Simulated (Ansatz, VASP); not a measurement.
**One calculation of Re, two programs**

```
Re
1.0
     2.76639    0.00000    0.00000
    -1.38319    2.39576    0.00000
     0.00000    0.00000    8.93885
Re
4
Direct
  0.66667 0.33333 0.75000
  0.00000 0.00000 0.50000
  0.33333 0.66667 0.25000
  0.00000 0.00000 0.00000
```

Alike in both runs: functional r2SCAN; k mesh 11 × 11 × 3; occupations fermi-dirac, width 0.05 eV; no spin polarisation.

|  | VASP | Ansatz |
| --- | --- | --- |
| version | VASP 6.6.1 | Ansatz 0.2.0 |
| potentials or method | VASP PAW PBE potentials, release 64 (Re) | Ansatz PAW |
| plane-wave cutoff (eV) | 520 | 500 |
| valence electrons in the cell | 28 | 60 |
| task | single point | band structure |

```tsv
	VASP	Ansatz	Ansatz less VASP
gap on the k mesh at the Fermi level (eV)	none	none	-
pressure (GPa)	-3.1	-3.2	-0.02
traceless stress, the component that is largest in VASP (GPa)	0.58	0.59	+0.014
```

VASP's potentials were made for PBE, not for r2SCAN. A gap of «none» marks a metal or a gap that the smearing closes. With one functional, cell and mesh, what is left measures potentials, basis and numerics. VASP's potentials hold 28 valence electrons a cell and Ansatz's 60, so a difference there can come from the potentials and not from the codes.

Neither program's run includes spin-orbit coupling.
